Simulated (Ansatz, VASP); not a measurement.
# One calculation of TeS2F2, two programs

```
Te S F
1.0
    -2.19328    2.19328    5.25843
     2.19328   -2.19328    5.25843
     2.19328    2.19328   -5.25843
Te S F
1 2 2
Direct
  0.00000 0.00000 0.00000
  0.62937 0.62937 0.00000
  0.37063 0.37063 0.00000
  0.25000 0.75000 0.50000
  0.75000 0.25000 0.50000
```

Change from the starting cell: species swapped into the YNi2Ge2 type (I4/mmm, No. 139).

Alike in both runs: task single point; functional PBE; k mesh 6 × 6 × 6; occupations gaussian, width 0.1 eV; no spin polarisation.

|  | VASP | Ansatz |
| --- | --- | --- |
| version | VASP 6.6.1 | Ansatz 0.2.0 |
| potentials or method | VASP PAW PBE potentials, release 64 (Te, S, F), cutoff 520 eV | scalar-relativistic, plane waves, PAW |
| valence electrons in the cell | 32 | 42 |

|  | VASP | Ansatz | Ansatz less VASP |
| --- | --- | --- | --- |
| gap on the k mesh at the Fermi level (eV) | none | none | - |
| pressure (GPa) | -9.7 | -9.5 | +0.18 |
| traceless stress, the component that is largest in VASP (GPa) | 0.34 | 0.37 | +0.027 |
| rms of the force components (eV/Å) | 0.861 | 0.858 | -0.0028 |

Atom by atom the forces differ by 0.003 eV/Å (rms over components). A gap of «none» marks a metal or a gap that the smearing closes. With one functional, cell and mesh, what is left measures potentials, basis and numerics. VASP's potentials hold 32 valence electrons a cell and Ansatz's 42, so a difference there can come from the potentials and not from the codes.

Neither program's run includes spin-orbit coupling.
